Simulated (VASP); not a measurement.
A run of VASP 6.6.1 is set up as follows.

Contents of INCAR:

```
SYSTEM = SnSe2
ALGO = Normal
EDIFF = 1E-6
EDIFFG = -0.02
ENCUT = 600
GGA = CA
IBRION = 2
ISIF = 3
ISMEAR = 0
LASPH = .TRUE.
LCHARG = .FALSE.
LREAL = .FALSE.
LWAVE = .FALSE.
NELM = 100
NSW = 80
PREC = Accurate
SIGMA = 0.01
```

Contents of KPOINTS:

```
k-points
0
G
  12 12 4
  0 0 0
```

POSCAR

```
SnSe2
1.0
    3.8110000000      0.0000000000      0.0000000000
   -1.9055000000      3.3004228100      0.0000000000
    0.0000000000      0.0000000000      6.1360000000
Sn Se
1 2
Direct
    0.0000000000      0.0000000000      0.0000000000
    0.3333333300      0.6666666700      0.2490000000
    0.6666666700      0.3333333300      0.7510000000
```

Potentials or basis: VASP PAW LDA potentials, release 64 (Sn_d, Se).

The run is started by

```bash
$ cat potpaw_LDA.64/Sn_d/POTCAR potpaw_LDA.64/Se/POTCAR > POTCAR
$ mpirun -np 1 vasp_std > vasp.out
```

Task: Predict the relaxed cell.

Result: a = 3.806 Å, b = 3.806 Å, c = 5.877 Å, α = 90.00°, β = 90.00°, γ = 120.00°.

Task: Predict the relaxed volume.

Result: 24.57 Å³/atom.

Task: What does it give for the band gap on the k mesh?

Result: 0.31 eV (least direct gap 0.66 eV).

Task: Predict the space group after relaxing (to 0.1 Å).

Result: P-3m1 (No. 164).

Stress tensor (GPa, compression positive):
```
-0.03  0.00  0.00
 0.00 -0.03  0.00
 0.00  0.00  0.08
```

Caveat: semilocal functionals underestimate gaps, and a narrow one can read as zero; spin-orbit coupling is left out, which moves the levels of the heavy elements. Zero-point motion and thermal expansion aren't in these numbers.
